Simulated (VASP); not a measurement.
CdF2: single point with LDA

Crystal: CdF2.

```
Cd F
1.0
     0.00000    2.66706    2.69400
     2.66706    0.00000    2.69400
     2.66706    2.66706    0.00000
Cd F
1 2
Direct
  0.00000 0.00000 0.00000
  0.25000 0.25000 0.25000
  0.75000 0.75000 0.75000
```

This cell differs from its parent crystal: equal xx and yy strain of -1 %.

| Quantity | Value |
| --- | --- |
| Program | VASP 6.6.1 |
| Task | single point |
| Functional | LDA |
| Potentials or basis | VASP PAW LDA potentials, release 64 (Cd, F) |
| Cutoff | 520 eV |
| k mesh | 8 × 8 × 8 |
| Occupations | fermi-dirac, width 0.02 eV |
| Spin | no spin polarisation |

| Quantity | Value |
| --- | --- |
| Pressure | -2.5 GPa |
| Band gap on the k mesh | 2.86 eV (least direct gap 3.30 eV) |

Stress tensor (GPa, compression positive):
```
-2.16  0.00  0.00
 0.00 -2.16  0.00
 0.00  0.00 -3.29
```

Levels at points of the mesh, in eV from the valence-band top:
| k point | band 9 | band 10 | band 11 | band 12 | band 13 | band 14 | band 15 | band 16 | band 17 | band 18 |
| --- | --- | --- | --- | --- | --- | --- | --- | --- | --- | --- |
| (0.00, 0.00, 0.00) | -1.04 | -1.04 | -0.47 | -0.47 | -0.44 | 2.86 | 12.38 | 12.38 | 12.41 | 17.30 |
| (0.50, 0.00, 0.00) | -2.46 | -2.00 | -1.97 | -0.38 | -0.38 | 7.09 | 8.85 | 14.27 | 14.34 | 17.87 |
| (0.50, 0.50, 0.00) | -3.16 | -3.16 | -0.61 | -0.09 | -0.09 | 7.92 | 9.46 | 11.48 | 14.13 | 14.13 |
| (0.50, 0.00, 0.50) | -3.16 | -3.14 | -0.55 | -0.12 | -0.09 | 7.90 | 9.43 | 11.48 | 14.03 | 14.15 |

Wall time 61 s on 1 thread of Intel Xeon 8259CL, with other jobs on the host, peak memory 0.17 GiB.

Caveat: the cell differs from its parent crystal (equal xx and yy strain of -1 %). A k mesh can miss the band edges.
